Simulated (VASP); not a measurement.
# LiF (P6_3mc) in VASP: a series of runs, part 2 of 2

VASP 6.6.1. Earlier steps stand in the parts before.

## 5. Single point, LDA (strain +0.015 along x and y, -0.030 along z)

File INCAR:

```
  ALGO = Normal
  EDIFF = 1E-7
  ENCUT = 520
  ISIF = 2
  ISMEAR = 0
  LASPH = T
  LCHARG = F
  LREAL = F
  LWAVE = F
  NBANDS = 18
  NELM = 80
  PREC = Accurate
  SIGMA = 0.05
```

File KPOINTS:

```
k-points
0
Gamma
  9 9 6
```

File POSCAR:

```
LiF
1.0
    3.1068539148      0.0000000000      0.0000000000
   -1.5534269574      2.6906144160      0.0000000000
    0.0000000000      0.0000000000      4.6631048329
Li F
2 2
Direct
    0.3333333333      0.6666666667      0.3811542600
    0.6666666667      0.3333333333      0.8811542600
    0.3333333333      0.6666666667      0.9938437400
    0.6666666667      0.3333333333      0.4938437400
```

Potentials or basis: VASP PAW LDA potentials, release 64 (Li_sv, F).

Command:

```sh
> cat potpaw_LDA.64/Li_sv/POTCAR potpaw_LDA.64/F/POTCAR > POTCAR
> mpirun -np 1 vasp_std > vasp.out
```

OUTCAR:

```text
EDIFF = 1E-7
   ENCUT = 520
   ISIF = 2
   ISMEAR = 0
   LASPH = T
   LREAL = F
   NELM = 80
   PREC = Accurate

 ion  position               nearest neighbor table
   1  0.333  0.667  0.381-   3 1.81   4 1.87   4 1.87   4 1.87
   2  0.667  0.333  0.881-   4 1.81   3 1.87   3 1.87   3 1.87
   3  0.333  0.667  0.994-   1 1.81   2 1.87   2 1.87   2 1.87
   4  0.667  0.333  0.494-   2 1.81   1 1.87   1 1.87   1 1.87

  LATTYP: Found a hexagonal cell.
 ALAT       =     3.1068539148
[... 703 lines left out ...]

  FORCE on cell =-STRESS in cart. coord.  units (eV):
  Direction    XX          YY          ZZ          XY          YZ          ZX
  --------------------------------------------------------------------------------------
  -------------------------------------------------------------------------------------
  Total       -1.0488110     -1.0488110     -0.1241939      0.0000000      0.0000000      0.0000000
  in kB      -43.1082458    -43.1082458     -5.1046181      0.0000000      0.0000000      0.0000000
  external PRESSURE =     -30.4403699 kB  Pullay stress =       0.0000000 kB

 VOLUME and BASIS-vectors are now :
 -----------------------------------------------------------------------------
  energy-cutoff  :      520.00
  volume of cell :       38.98
      direct lattice vectors                 reciprocal lattice vectors
     3.106853915  0.000000000  0.000000000     0.321869012  0.185831161  0.000000000
    -1.553426957  2.690614416  0.000000000     0.000000000  0.371662321  0.000000000
     0.000000000  0.000000000  4.663104833     0.000000000  0.000000000  0.214449393

 POSITION                                       TOTAL-FORCE (eV/Angst)
 -----------------------------------------------------------------------------------
     -0.00000      1.79374      1.77736         0.000000      0.000000      0.183305
      1.55343      0.89687      4.10891        -0.000000     -0.000000      0.183305
     -0.00000      1.79374      4.63440         0.000000      0.000000     -0.183305
      1.55343      0.89687      2.30285        -0.000000      0.000000     -0.183305
 -----------------------------------------------------------------------------------
    total drift:                                0.000001      0.000001     -0.000103

  FREE ENERGIE OF THE ION-ELECTRON SYSTEM (eV)
  ---------------------------------------------------
  free  energy   TOTEN  =       -20.7817268923 eV

  energy  without entropy=      -20.7817268923  energy(sigma->0) =      -20.78172689
```

OSZICAR:

```text
N       E                     dE             d eps       ncg     rms          rms(c)
DAV:   1     0.117095841252E+03    0.11710E+03   -0.10814E+04  1736   0.119E+03
DAV:   2    -0.118335450508E+02   -0.12893E+03   -0.12607E+03  2024   0.299E+02
DAV:   3    -0.221071664317E+02   -0.10274E+02   -0.10216E+02  3232   0.614E+01
DAV:   4    -0.221957007935E+02   -0.88534E-01   -0.88383E-01  2220   0.736E+00
DAV:   5    -0.221967267541E+02   -0.10260E-02   -0.10257E-02  2274   0.642E-01    0.694E+00
DAV:   6    -0.208146913272E+02    0.13820E+01   -0.35637E+00  1824   0.145E+01    0.222E+00
DAV:   7    -0.207925837892E+02    0.22108E-01   -0.11230E-01  1966   0.238E+00    0.138E+00
DAV:   8    -0.207824843921E+02    0.10099E-01   -0.43782E-02  2346   0.201E+00    0.320E-01
DAV:   9    -0.207815351587E+02    0.94923E-03   -0.52749E-03  2004   0.614E-01    0.863E-02
DAV:  10    -0.207817352625E+02   -0.20010E-03   -0.28783E-04  1890   0.140E-01    0.321E-02
DAV:  11    -0.207817271350E+02    0.81275E-05   -0.25085E-05  2296   0.482E-02    0.668E-03
DAV:  12    -0.207817269138E+02    0.22115E-06   -0.13713E-06  2632   0.106E-02    0.937E-04
DAV:  13    -0.207817268923E+02    0.21551E-07   -0.91194E-08  1576   0.231E-03
   1 F= -.20781727E+02 E0= -.20781727E+02  d E =-.117763E-11
```

Run time: 20 s. Hardware: 1 thread of AMD EPYC 7R13, shared host; peak memory 0.12 GiB.

Results:

- Free energy: -20.7817 eV
- Largest force: 0.183 eV/Å
- Band gap on the k mesh: 7.54 eV

Forces in eV/Å, atoms in the order of the input:
```
Li   0.000  0.000  0.183
Li   0.000  0.000  0.183
F    0.000  0.000 -0.183
F    0.000  0.000 -0.183
```

Levels at points of the mesh, in eV from the valence-band top:
```csv
k point,band 7,band 8,band 9,band 10,band 11,band 12,band 13,band 14
"(0.00, 0.00, 0.00)",-0.61,-0.20,-0.20,0.00,7.54,12.03,15.30,17.85
"(0.00, 0.00, 0.50)",-0.41,-0.41,-0.41,-0.41,9.29,9.29,17.71,17.71
```

Caveat: the cell differs from its parent crystal (strain +0.015 along x and y, -0.030 along z); the cutoff is under 1.25 times the usual one of these potentials, so pressure, stress and relaxed cells hold a basis-set (Pulay) error; an odd mesh through Γ misses points on the zone boundary, where band edges can lie.

## 6. Summary

| cell | gap on the mesh (eV) | largest force (eV/Å) |
| --- | --- | --- |
| a = 3.015, b = 3.015, c = 4.879 Å, angles 90.0, 90.0, 120.0°, 4 atoms | 7.70 | 0.11 |
| a = 3.015, b = 3.015, c = 4.952 Å, angles 90.0, 90.0, 120.0°, 4 atoms | 7.64 | 0.15 |
| a = 3.061, b = 3.061, c = 4.879 Å, angles 90.0, 90.0, 120.0°, 4 atoms | 7.52 | 0.06 |
| a = 3.107, b = 3.107, c = 4.663 Å, angles 90.0, 90.0, 120.0°, 4 atoms | 7.54 | 0.18 |

Alike in all rows: task single point; level LDA; potentials or basis VASP PAW LDA potentials, release 64 (Li_sv, F); no spin polarisation; k mesh 9 × 9 × 6; cutoff (eV) 520; smearing gaussian 0.05 eV.

Caveats: the cutoff is under 1.25 times the usual one of these potentials, so pressure, stress and relaxed cells hold a basis-set (Pulay) error; an odd mesh through Γ misses points on the zone boundary, where band edges can lie.

Total energies depend on the potentials used, so only differences within one code and one set of settings carry meaning.
